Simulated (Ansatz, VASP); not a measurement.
## Two plane-wave programs on Si3As

File INCAR:

```
PREC     = Accurate       # precision mode
ENCUT    = 510            # plane-wave cutoff, eV
EDIFF    = 1E-7           # SCF threshold, eV
ISMEAR   = 0              # smearing method
SIGMA    = 0.1            # smearing width, eV
LREAL    = F              # projectors in reciprocal space
LASPH    = T              # aspherical terms in the spheres
NELM     = 120            # most SCF steps
ALGO     = Normal         # electronic algorithm
ISIF     = 3              # what is computed and relaxed
LWAVE    = F              # write WAVECAR
LCHARG   = F              # write CHGCAR
GGA      = PE             # functional
IBRION   = 2              # ionic algorithm
NSW      = 90             # ionic steps
EDIFFG   = -0.04          # ionic threshold
GGA_COMPAT= F            
NELMIN   = 4
```

KPOINTS

```
regular mesh
0
Gamma
  6 6 4
```

The input POSCAR:

```
Si3As
1.0
    3.2833407800      0.0000000000      0.0000000000
    0.0000000000      3.2833407800      0.0000000000
    0.0000000000      0.0000000000      6.3406148700
Si As
3 1
Direct
    0.5000000000      0.5000000000      0.2365449100
    0.5000000000      0.5000000000      0.7634550900
    0.0000000000      0.0000000000      0.5000000000
    0.0000000000      0.0000000000      0.0000000000
```

Input for Ansatz:

```yaml
crystal:
  lattice:
    - [3.28334078, 0.0, 0.0]
    - [0.0, 3.28334078, 0.0]
    - [0.0, 0.0, 6.34061487]
  atoms:
    - { symbol: Si, position: [0.5, 0.5, 0.23654491] }
    - { symbol: Si, position: [0.5, 0.5, 0.76345509] }
    - { symbol: Si, position: [0.0, 0.0, 0.5] }
    - { symbol: As, position: [0.0, 0.0, 0.0] }
basis:
  ecutwfc: 420
kpoints:
  mp_grid: { grid: [6, 6, 4] }
hamiltonian:
  xc: pbe
scf:
  occupations: { method: gaussian, width: 0.1 }
  lower_state_search: "off"
output:
  forces: true
  stress: true
  eigenvalues: true
relax:
  adjacent_minimum: "off"
  f_tol: 0.04
  max_steps: 70
  cell: { stress_tol: 0.4 }
```

Change from the starting cell: species swapped into the HgPb3 type (P4/mmm, No. 123).

Alike in both runs: task relaxation of cell and atoms; functional PBE; k mesh 6 × 6 × 4; occupations gaussian, width 0.1 eV; no spin polarisation.

|  | VASP | Ansatz |
| --- | --- | --- |
| version | VASP 6.6.1 | Ansatz 0.2.0 |
| potentials or method | VASP PAW PBE potentials, release 64 (Si, As_d), cutoff 510 eV | scalar-relativistic, plane waves, PAW |
| valence electrons in the cell | 27 | 27 |

Ansatz gave:

| Property | Result |
| --- | --- |
| gap on the k mesh at the Fermi level, each at its own relaxed structure (eV) | none |
| relaxed volume (Å³/atom) | 15.83 |
| relaxed length of the cell vector where the two differ most in proportion (Å) | 6.002 |

**Question.** What did VASP give for the same quantities?

**Answer.** gap on the k mesh at the Fermi level, each at its own relaxed structure (eV): none; relaxed volume (Å³/atom): 15.98; relaxed length of the cell vector where the two differ most in proportion (Å): 5.855.

A gap of «none» marks a metal or a gap that the smearing closes.

Noted on VASP's run: too few bands were computed for a metal, which touches its energy and stress.
